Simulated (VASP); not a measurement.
# LiF (P6_3mc) in VASP: further runs

Runs on LiF. Level: LDA. Tasks: single point.

Program: VASP 6.6.1. These are calculated values, not measurements. Logs are shortened: lines on timing, memory, paths and dates and some standing lists are left out, and cuts for length are marked.

### Step 1. The cell of the first run

It takes space group P6_3mc (No. 186, hexagonal). Conventional cell: a = 3.020 Å, b = 3.020 Å, c = 4.991 Å, α = 90.00°, β = 90.00°, γ = 120.00°. Within 2.4 Å of Li (site symmetry 3m) lie 4 F at 1.82 to 1.96 Å. Within 2.4 Å of F (site symmetry 3m) lie 4 Li at 1.82 to 1.96 Å.

### Step 2. Single point, LDA (9.85 Å³/atom)

INCAR

```
SYSTEM = LiF
PREC     = Accurate       ! precision mode
ENCUT    = 520            ! plane-wave cutoff, eV
EDIFF    = 1E-6           ! SCF threshold, eV
ISMEAR   = 0              ! smearing method
SIGMA    = 0.05           ! smearing width, eV
LREAL    = .FALSE.        ! projectors in reciprocal space
LASPH    = .TRUE.         ! aspherical terms in the spheres
NELM     = 100            ! most SCF steps
ALGO     = Normal         ! electronic algorithm
ISIF     = 2              ! what is computed and relaxed
LWAVE    = .FALSE.        ! write WAVECAR
LCHARG   = .FALSE.        ! write CHGCAR
NBANDS   = 18             ! bands
```

KPOINTS

```
regular mesh
0
G
  9 9 6
  0 0 0
```

POSCAR

```
LiF
1.0
    3.0197091340      0.0000000000      0.0000000000
   -1.5098545670      2.6151448221      0.0000000000
    0.0000000000      0.0000000000      4.9912772276
Li F
2 2
Direct
    0.3333333333      0.6666666667      0.3839784076
    0.6666666667      0.3333333333      0.8839784076
    0.3333333333      0.6666666667      0.9910195924
    0.6666666667      0.3333333333      0.4910195924
```

Potentials or basis: VASP PAW LDA potentials, release 64 (Li_sv, F).

Command:

```bash
$ cat potpaw_LDA.64/Li_sv/POTCAR potpaw_LDA.64/F/POTCAR > POTCAR
$ mpirun -np 1 vasp_std > vasp.out
```

OUTCAR:

```text
SYSTEM = LiF
   PREC = Accurate
   ENCUT = 520
   EDIFF = 1E-6
   ISMEAR = 0
   LREAL = .FALSE.
   LASPH = .TRUE.
   NELM = 100
   ISIF = 2

 ion  position               nearest neighbor table
   1  0.333  0.667  0.384-   4 1.82   4 1.82   4 1.82   3 1.96
   2  0.667  0.333  0.884-   3 1.82   3 1.82   3 1.82   4 1.96
   3  0.333  0.667  0.991-   2 1.82   2 1.82   2 1.82   1 1.96
   4  0.667  0.333  0.491-   1 1.82   1 1.82   1 1.82   2 1.96

  LATTYP: Found a hexagonal cell.
 ALAT       =     3.0197091340
 C/A-ratio  =     1.6529000000

  Lattice vectors:

 A1 = (   3.0197091340,   0.0000000000,   0.0000000000)
 A2 = (  -1.5098545670,   2.6151448221,   0.0000000000)
 A3 = (   0.0000000000,   0.0000000000,   4.9912772276)

Analysis of symmetry for initial positions (statically):
=====================================================================
 Subroutine PRICEL returns:
 Original cell was already a primitive cell.

 Routine SETGRP: Setting up the symmetry group for a
 hexagonal supercell.

 Subroutine GETGRP returns: Found 12 space group operations
 (whereof  6 operations were pure point group operations)
 out of a pool of 24 trial point group operations.

The static configuration has the point symmetry C_3v.
 The point group associated with its full space group is C_6v.

Analysis of symmetry for dynamics (positions and initial velocities):
=====================================================================
 Subroutine PRICEL returns:
 Original cell was already a primitive cell.

 Routine SETGRP: Setting up the symmetry group for a
 hexagonal supercell.

 Subroutine GETGRP returns: Found 12 space group operations
 (whereof  6 operations were pure point group operations)
 out of a pool of 24 trial point group operations.

The dynamic configuration has the point symmetry C_3v.
 The point group associated with its full space group is C_6v.

 Subroutine INISYM returns: Found 12 space group operations
 (whereof  6 operations are pure point group operations),
 and found     1 'primitive' translations

----------------------------------------------------------------------------------------

                                     Primitive cell

  volume of cell :      39.4160

  direct lattice vectors                    reciprocal lattice vectors
     3.019709134  0.000000000  0.000000000     0.331157723  0.191194000  0.000000000
    -1.509854567  2.615144822  0.000000000     0.000000000  0.382388001  0.000000000
     0.000000000  0.000000000  4.991277228     0.000000000  0.000000000  0.200349521

  length of vectors
     3.019709134  3.019709134  4.991277228     0.382388001  0.382388001  0.200349521

  position of ions in fractional coordinates (direct lattice)
     0.333333333  0.666666667  0.383978408
     0.666666667  0.333333333  0.883978408
     0.333333333  0.666666667  0.991019592
     0.666666667  0.333333333  0.491019592

  ion indices of the primitive-cell ions
   primitive index   ion index
                 1           1
                 2           2
                 3           3
                 4           4

----------------------------------------------------------------------------------------

 KPOINTS: regular mesh

Automatic generation of k-mesh.
 Grid dimensions read from file:
 generate k-points for:    9    9    6

 Generating k-lattice:

  Cartesian coordinates                     Fractional coordinates (reciprocal lattice)
     0.036795303  0.021243778  0.000000000     0.111111111 -0.000000000  0.000000000
     0.000000000  0.042487556  0.000000000     0.000000000  0.111111111  0.000000000
     0.000000000  0.000000000  0.033391587     0.000000000  0.000000000  0.166666667

  Length of vectors
     0.042487556  0.042487556  0.033391587

  Shift w.r.t. Gamma in fractional coordinates (k-lattice)
     0.000000000  0.000000000  0.000000000

 Subroutine IBZKPT returns following result:
 ===========================================

 Found     48 irreducible k-points:

 Following reciprocal coordinates:
            Coordinates               Weight
  0.000000  0.000000  0.000000      1.000000
  0.111111  0.000000  0.000000      6.000000
  0.222222  0.000000  0.000000      6.000000
  0.333333  0.000000  0.000000      6.000000
  0.444444  0.000000  0.000000      6.000000
  0.111111  0.111111  0.000000      6.000000
[... 16 lines left out ...]
  0.333333  0.222222  0.166667     24.000000
  0.333333  0.333333  0.166667      4.000000
 [... further k-points ...]
   k-points           NKPTS =     48   k-points in BZ     NKDIM =     48   number of bands    NBANDS=     18
   number of dos      NEDOS =    301   number of ions     NIONS =      4
   total plane-waves  NPLWV =  23040
   dimension x,y,z NGX =    24 NGY =   24 NGZ =   40
   dimension x,y,z NGXF=    48 NGYF=   48 NGZF=   80
   ions per type =               2   2
   NGX,Y,Z   is equivalent  to a cutoff of  13.21, 13.21, 13.32 a.u.
   NGXF,Y,Z  is equivalent  to a cutoff of  26.43, 26.43, 26.65 a.u.
 SYSTEM =  LiF
   PREC   = accura    normal or accurate (medium, high low for compatibility)
   ISTART =      0    job   : 0-new  1-cont  2-samecut
   ICHARG =      2    charge: 1-file 2-atom 10-const
   ISPIN  =      1    spin polarized calculation?
   LNONCOLLINEAR =      F non collinear calculations
   LSORBIT =      F    spin-orbit coupling
   LASPH  =      T    aspherical Exc in radial PAW
   ENCUT  =  520.0 eV  38.22 Ry    6.18 a.u.   5.61  5.61  9.28*2*pi/ulx,y,z
   NELM   =    100;   NELMIN=  2; NELMDL= -5     # of ELM steps
   EDIFF  = 0.1E-05   stopping-criterion for ELM
   LREAL  =      F    real-space projection
   EDIFFG = 0.1E-04   stopping-criterion for IOM
   NSW    =      0    number of steps for IOM
   IBRION =     -1    ionic relax: 0-MD 1-quasi-New 2-CG
   NFREE  =      0    steps in history (QN), initial steepest desc. (CG)
   ISIF   =      2    stress and relaxation
   ISYM   =      2    0-nonsym 1-usesym 2-fastsym
   POTIM  = 0.5000    time-step for ionic-motion
   TEBEG  =    0.0;   TEEND  =   0.0 temperature during run
   PSTRESS=    0.0 pullay stress
   NELECT =      20.0000    total number of electrons
   NUPDOWN=      -1.0000    fix difference up-down
   EMIN   =  10.00;   EMAX   =-10.00  energy-range for DOS
   EFERMI =   0.00;   METHOD = LEGACY
   ISMEAR =     0;   SIGMA  =   0.05  broadening in eV -4-tet -1-fermi 0-gaus
   EFERMI_NEDOS =   21; number of points for ismear=-14 and -15
   IALGO  =     38    algorithm
   IMIX   =      4    mixing-type and parameters
     AMIX     =   0.40;   BMIX     =  1.00
     AMIX_MAG =   1.60;   BMIX_MAG =  1.00
  volume/ion in A,a.u.               =       9.85        66.50
  Fermi-wavevector in a.u.,A,eV,Ry     =   1.305752  2.467513 23.197768  1.704988
  Thomas-Fermi vector in A             =   2.436600
   LORBIT       =      0    0 simple, 1 ext, 2 COOP (PROOUT), +10 PAW based schemes
   GGA     = CA    functional components
   LHFCALC =     F    Hartree Fock is set to
   AEXX    =    0.0000 exact exchange contribution
   IVDW    =     0    specifies the selected vdW correction
   LEPSILON=     F    determine dielectric tensor
   LRPA    =     F    only Hartree local field effects (RPA)
 non-spin polarized calculation
 Gauss-broadening in eV      SIGMA  =   0.05
  energy-cutoff  :      520.00
  volume of cell :       39.42
 maximum number of plane-waves:      1099
 NGX is ok and might be reduce to    24
   NGX = 11   NGY = 11   NGZ = 19

 number of electron      20.0000009 magnetization

 Free energy of the ion-electron system (eV)
  ---------------------------------------------------
  ext. energy  EPLUGINS =         0.00000000
  ---------------------------------------------------
  free energy    TOTEN  =       -20.75446570 eV

  energy without entropy =      -20.75446570  energy(sigma->0) =      -20.75446570

 E-fermi :  -2.4728     XC(G=0):  -9.5760

 val. band max:       -2.7773986543   @ k =   0.0000   0.0000   0.0000
 cond. band min:       4.7736863368   @ k =   0.0000   0.0000   0.0000
 fundamental gap:      7.5510849911
 Fermi energy:        -2.4727665735

 k-point     1 :       0.0000    0.0000    0.0000
  band No.  band energies     occupation
      1     -42.0112      2.00000
      2     -41.9707      2.00000
      3     -21.7669      2.00000
      4     -21.5444      2.00000
      5      -5.0125      2.00000
      6      -3.1549      2.00000
[... 10 lines left out ...]
     17      16.8336      0.00000
     18      16.8336      0.00000

 k-point     2 :       0.1111    0.0000    0.0000
  band No.  band energies     occupation
      1     -42.0061      2.00000
      2     -41.9677      2.00000
      3     -21.7501      2.00000
      4     -21.5387      2.00000
      5      -4.9419      2.00000
      6      -3.3054      2.00000
[... 10 lines left out ...]
     17      17.0089      0.00000
     18      17.0205      0.00000

 k-point     3 :       0.2222    0.0000    0.0000
  band No.  band energies     occupation
      1     -41.9929      2.00000
      2     -41.9607      2.00000
      3     -21.7052      2.00000
      4     -21.5277      2.00000
      5      -4.7614      2.00000
      6      -3.7264      2.00000
[... 10 lines left out ...]
     17      17.0765      0.00000
     18      17.1016      0.00000

 k-point     4 :       0.3333    0.0000    0.0000
  band No.  band energies     occupation
      1     -41.9768      2.00000
      2     -41.9538      2.00000
      3     -21.6469      2.00000
      4     -21.5210      2.00000
      5      -4.6594      2.00000
      6      -4.0639      2.00000
[... 375 lines left out ...]
      4     -21.5269      2.00000
      5      -4.5183      2.00000
      6      -4.3860      2.00000
[... 10 lines left out ...]
     17      16.5709      0.00000
     18      18.0740      0.00000

 k-point    23 :       0.3333    0.2222    0.1667
  band No.  band energies     occupation
      1     -41.9584      2.00000
      2     -41.9506      2.00000
      3     -21.5726      2.00000
      4     -21.5316      2.00000
      5      -4.7816      2.00000
      6      -4.1949      2.00000
[... 10 lines left out ...]
     17      15.8692      0.00000
     18      18.1014      0.00000

 k-point    24 :       0.3333    0.3333    0.1667
  band No.  band energies     occupation
      1     -41.9525      2.00000
      2     -41.9525      2.00000
      3     -21.5458      2.00000
      4     -21.5458      2.00000
      5      -4.8437      2.00000
      6      -4.0253      2.00000
[... 10 lines left out ...]
     17      15.3868      0.00000
     18      18.2766      0.00000

 [... further k-points ...]

------------------------ aborting loop because EDIFF is reached ----------------------------------------

  FORCE on cell =-STRESS in cart. coord.  units (eV):
  Direction    XX          YY          ZZ          XY          YZ          ZX
  --------------------------------------------------------------------------------------
  -------------------------------------------------------------------------------------
  Total       -0.3327390     -0.3327390     -1.6537093     -0.0000000     -0.0000000      0.0000000
  in kB      -13.5251408    -13.5251408    -67.2197992     -0.0000000     -0.0000000      0.0000000
  external PRESSURE =     -31.4233603 kB  Pullay stress =       0.0000000 kB

 VOLUME and BASIS-vectors are now :
 -----------------------------------------------------------------------------
  energy-cutoff  :      520.00
  volume of cell :       39.42
      direct lattice vectors                 reciprocal lattice vectors
     3.019709134  0.000000000  0.000000000     0.331157723  0.191194000  0.000000000
    -1.509854567  2.615144822  0.000000000     0.000000000  0.382388001  0.000000000
     0.000000000  0.000000000  4.991277228     0.000000000  0.000000000  0.200349521

 POSITION                                       TOTAL-FORCE (eV/Angst)
 -----------------------------------------------------------------------------------
     -0.00000      1.74343      1.91654         0.000000      0.000000     -0.207427
      1.50985      0.87171      4.41218         0.000000     -0.000000     -0.207427
     -0.00000      1.74343      4.94645         0.000000      0.000000      0.207427
      1.50985      0.87171      2.45081        -0.000000     -0.000000      0.207427
 -----------------------------------------------------------------------------------
    total drift:                                0.000001      0.000001      0.001104

  FREE ENERGIE OF THE ION-ELECTRON SYSTEM (eV)
  ---------------------------------------------------
  free  energy   TOTEN  =       -20.7544657038 eV

  energy  without entropy=      -20.7544657038  energy(sigma->0) =      -20.75446570
```

Wall time 9.2 s (1 thread of Intel Xeon 6975P-C (Granite Rapids), shared host); peak memory 0.15 GiB.

Results:

* Free energy: -20.7545 eV
* Largest force: 0.207 eV/Å
* Band gap on the k mesh: 7.55 eV

Forces on the atoms (eV/Å):
```
Li   0.000  0.000 -0.207
Li   0.000  0.000 -0.207
F    0.000  0.000  0.207
F    0.000  0.000  0.207
```

Caveat: the cutoff is under 1.25 times the usual one of these potentials, so pressure, stress and relaxed cells hold a basis-set (Pulay) error; an odd mesh through Γ misses points on the zone boundary, where band edges can lie.

(Part 1 of 2 ends here.)
